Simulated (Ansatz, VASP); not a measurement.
**One calculation of YSe, two programs**

The input INCAR:

```
PREC = Accurate ; ENCUT = 520
EDIFF = 1E-6 ; ISMEAR = -1
SIGMA = 0.1 ; LREAL = F
LASPH = T ; NELM = 60
ALGO = Normal ; ISIF = 2
LWAVE = F ; LCHARG = T
GGA = CA ; LELF = T
LVHAR = T ; NBANDS = 16
```

Contents of KPOINTS:

```
regular mesh
0
Gamma
  12 12 12
```

POSCAR

```
YSe
1.0
    0.0000000000      2.8213664405      2.8213664405
    2.8213664405      0.0000000000      2.8213664405
    2.8213664405      2.8213664405      0.0000000000
Y Se
1 1
Direct
    0.5000000000      0.5000000000      0.5000000000
    0.0000000000      0.0000000000      0.0000000000
```

Input for Ansatz:

```yaml
crystal:
  lattice:
    - [0.0, 2.82136644054, 2.82136644054]
    - [2.82136644054, 0.0, 2.82136644054]
    - [2.82136644054, 2.82136644054, 0.0]
  atoms:
    - { symbol: "Y", position: [0.5, 0.5, 0.5] }
    - { symbol: Se, position: [0.0, 0.0, 0.0] }
kpoints:
  mp_grid: { grid: [12, 12, 12] }
scf:
  occupations: { method: fermi_dirac, width: 0.1 }
hamiltonian:
  xc: lda
  pseudopotentials: { kind: all_electron, lapw: { basis_error: 0.001 } }
output:
  forces: true
  stress: true
  eigenvalues: true
  eigenstates:
    nscf_kmesh: { grid: [16, 16, 16] }
    de_dk: true
    e_range: [-14, 14]
  optics:
    e_range: [0, 20]
    de: 0.2
    sigma: 0.2
    bands: { spectra_wanted_up_to: 20 }
    nscf_kmesh: { grid: [16, 16, 16] }
    drude_damping: 0.05
checkpoint:
  write: ck
  write_wavefunctions: false
```

Alike in both runs: task single point; functional LDA; k mesh 12 × 12 × 12; occupations fermi-dirac, width 0.1 eV; no spin polarisation.

```csv
,VASP,Ansatz
version,VASP 6.6.1,Ansatz 0.2.0
potentials or method,"VASP PAW LDA potentials, release 64 (Y_sv, Se), cutoff 520 eV","all-electron LAPW, scalar-relativistic"
```

```csv
,VASP,Ansatz,Ansatz less VASP
pressure (GPa),0.2,0.0,-0.17
```

LDA's correlation is that of Perdew and Zunger in VASP and of Perdew and Wang (1992) in Ansatz. Ansatz ran all-electron here, and VASP with PAW potentials. Ansatz's warnings: optics on partly filled bands.
